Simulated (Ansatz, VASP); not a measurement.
## One calculation of Si2Ni, two programs

File INCAR:

```
SYSTEM = Si2Ni
ALGO = Normal
EDIFF = 1E-7
ENCUT = 520
GGA = PS
ISIF = 2
ISMEAR = 0
LASPH = .TRUE.
LCHARG = .FALSE.
LREAL = .FALSE.
LWAVE = .FALSE.
NBANDS = 16
NELM = 100
PREC = Accurate
SIGMA = 0.15
```

KPOINTS

```
k-points
0
G
  16 16 16
  0 0 0
```

POSCAR

```
Si2Ni
1.0
    0.0000000000      2.5878766506      2.6957048444
    2.5878766506      0.0000000000      2.6957048444
    2.5878766506      2.5878766506      0.0000000000
Si Ni
2 1
Direct
    0.2500000000      0.2500000000      0.2500000000
    0.7500000000      0.7500000000      0.7500000000
    0.0000000000      0.0000000000      0.0000000000
```

Input for Ansatz:

```yaml
crystal:
  lattice:
    - [0.0, 2.5878766506, 2.6957048444]
    - [2.5878766506, 0.0, 2.6957048444]
    - [2.5878766506, 2.5878766506, 0.0]
  atoms:
    - { symbol: Si, position: [0.25, 0.25, 0.25] }
    - { symbol: Si, position: [0.75, 0.75, 0.75] }
    - { symbol: Ni, position: [0.0, 0.0, 0.0] }
basis:
  ecutwfc: 420
kpoints:
  mp_grid: { grid: [16, 16, 16] }
hamiltonian:
  xc: pbesol
scf:
  occupations: { method: gaussian, width: 0.15 }
output:
  forces: true
  stress: true
  eigenvalues: true
```

Change from the starting cell: strain -0.040 along x and y, +0.000 along z, atoms carried along.

Alike in both runs: task single point; functional PBEsol; k mesh 16 × 16 × 16; occupations gaussian, width 0.15 eV; no spin polarisation.

|  | VASP | Ansatz |
| --- | --- | --- |
| version | VASP 6.6.1 | Ansatz 0.2.0 |
| potentials or method | VASP PAW PBE potentials, release 64 (Si, Ni), cutoff 520 eV | scalar-relativistic, plane waves, PAW |
| valence electrons in the cell | 18 | 26 |

|  | VASP | Ansatz | Ansatz less VASP |
| --- | --- | --- | --- |
| gap on the k mesh at the Fermi level (eV) | none | none | - |
| pressure (GPa) | 15.5 | 15.5 | -0.01 |
| traceless stress, the component that is largest in VASP (GPa) | -1.85 | -1.89 | -0.037 |

VASP's potentials were made for PBE, not for PBEsol. A gap of «none» marks a metal or a gap that the smearing closes. VASP's potentials hold 18 valence electrons a cell and Ansatz's 26, so a difference there can come from the potentials and not from the codes.
